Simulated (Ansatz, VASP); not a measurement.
SnSe: VASP beside Ansatz

The input INCAR:

```
SYSTEM = SnSe
PREC     = Accurate       ! precision mode
ENCUT    = 600            ! plane-wave cutoff, eV
EDIFF    = 1E-6           ! SCF threshold, eV
ISMEAR   = 0              ! smearing method
SIGMA    = 0.02           ! smearing width, eV
LREAL    = .False.        ! projectors in reciprocal space
LASPH    = .True.         ! aspherical terms in the spheres
NELM     = 60             ! most SCF steps
ALGO     = Normal         ! electronic algorithm
ISIF     = 3              ! what is computed and relaxed
LWAVE    = .False.        ! write WAVECAR
LCHARG   = .False.        ! write CHGCAR
GGA      = PE             ! functional
IBRION   = 2              ! ionic algorithm
NSW      = 100            ! ionic steps
EDIFFG   = -0.005         ! ionic threshold
```

Contents of KPOINTS:

```
Automatic mesh
0
Gamma
  10 10 10
  0 0 0
```

The input POSCAR:

```
SnSe
1.0
    0.0000000000      3.0104337128      3.0104337128
    3.0104337128      0.0000000000      3.0104337128
    3.0104337128      3.0104337128      0.0000000000
Sn Se
1 1
Direct
    0.0000000000      0.0000000000      0.0000000000
    0.5000000000      0.5000000000      0.5000000000
```

Input for Ansatz:

```yaml
crystal:
  lattice:
    - [0.0, 3.0104337128, 3.0104337128]
    - [3.0104337128, 0.0, 3.0104337128]
    - [3.0104337128, 3.0104337128, 0.0]
  atoms:
    - { symbol: Sn, position: [0.0, 0.0, 0.0] }
    - { symbol: Se, position: [0.5, 0.5, 0.5] }
basis:
  ecutwfc: 420
kpoints:
  mp_grid: { grid: [10, 10, 10] }
hamiltonian:
  xc: pbe
scf:
  occupations: { method: gaussian, width: 0.02 }
output:
  forces: true
  stress: true
  eigenvalues: true
  write_density: true
  write_potential: true
  elf: true
  volumetric_format: npy
relax:
  adjacent_minimum: "off"
  f_tol: 0.005
  max_steps: 80
  cell: { stress_tol: 0.05 }
```

Alike in both runs: task relaxation of cell and atoms; functional PBE; k mesh 10 × 10 × 10; occupations gaussian, width 0.02 eV; no spin polarisation.

|  | VASP | Ansatz |
| --- | --- | --- |
| version | VASP 6.6.1 | Ansatz 0.2.0 |
| potentials or method | VASP PAW PBE potentials, release 64 (Sn_d, Se), cutoff 600 eV | scalar-relativistic, plane waves, PAW |
| valence electrons in the cell | 20 | 30 |

Ansatz gave:

| Property | Result |
| --- | --- |
| gap on the k mesh at the Fermi level, each at its own relaxed structure (eV) | 0.49 |
| relaxed volume (Å³/atom) | 27.84 |
| relaxed cell length with the largest relative difference (Å) | 4.286 |

**Question.** Which values does VASP return?

**Answer.** gap on the k mesh at the Fermi level, each at its own relaxed structure (eV): 0.49; relaxed volume (Å³/atom): 27.83; relaxed cell length with the largest relative difference (Å): 4.286.

VASP's potentials hold 20 valence electrons a cell and Ansatz's 30, so a difference there can come from the potentials and not from the codes.
